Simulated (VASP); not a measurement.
Set up this calculation in VASP 6.6.1, as the native input.

```yaml
Task: single point
Functional: PBE
Potentials_or_basis: VASP PAW PBE potentials, release 64 (Ti_sv, Sn_d)
Cutoff: 520 eV
k_mesh: 8 × 8 × 8
Occupations: fermi-dirac, width 0.05 eV
Spin: no spin polarisation
Dipole_correction: no
Further_INCAR_settings: ALGO = Normal; EDIFF = 1e-06; NBANDS = 20
```

The structure of TiSn lies in POSCAR:

```
TiSn
1.0
    0.0000000000      2.8190972293      2.8190972293
    2.8190972293      0.0000000000      2.8190972293
    2.8190972293      2.8190972293      0.0000000000
Ti Sn
1 1
Direct
    0.0000000000      0.0000000000      0.0000000000
    0.5000000000      0.5000000000      0.5000000000
```

One way to write it, as run:

INCAR

```
ALGO = Normal ; EDIFF = 1E-6
ENCUT = 520 ; GGA = PE
ISIF = 2 ; ISMEAR = -1
LASPH = True ; LCHARG = False
LREAL = False ; LWAVE = False
NBANDS = 20 ; NELM = 60
PREC = Accurate ; SIGMA = 0.05
```

KPOINTS

```
k-points
0
Gamma
  8 8 8
```

Potentials or basis: VASP PAW PBE potentials, release 64 (Ti_sv, Sn_d).

Launch:

```console
$ cat potpaw_PBE.64/Ti_sv/POTCAR potpaw_PBE.64/Sn_d/POTCAR > POTCAR
$ mpirun -np 1 vasp_std > vasp.out
```

It gave:

```json
{"Pressure": "-1.6 GPa", "Band gap on the k mesh": "zero (band 13 reaches 8.14 eV, above the bottom of band 14 at 7.82 eV)"}
```

Caveat: spin-orbit coupling is left out, which moves the levels of the heavy elements.

Wall time 24 s on 1 thread of Intel(R) Xeon(R) Platinum 8488C (Sapphire Rapids), on a shared host, peak memory 0.18 GiB.
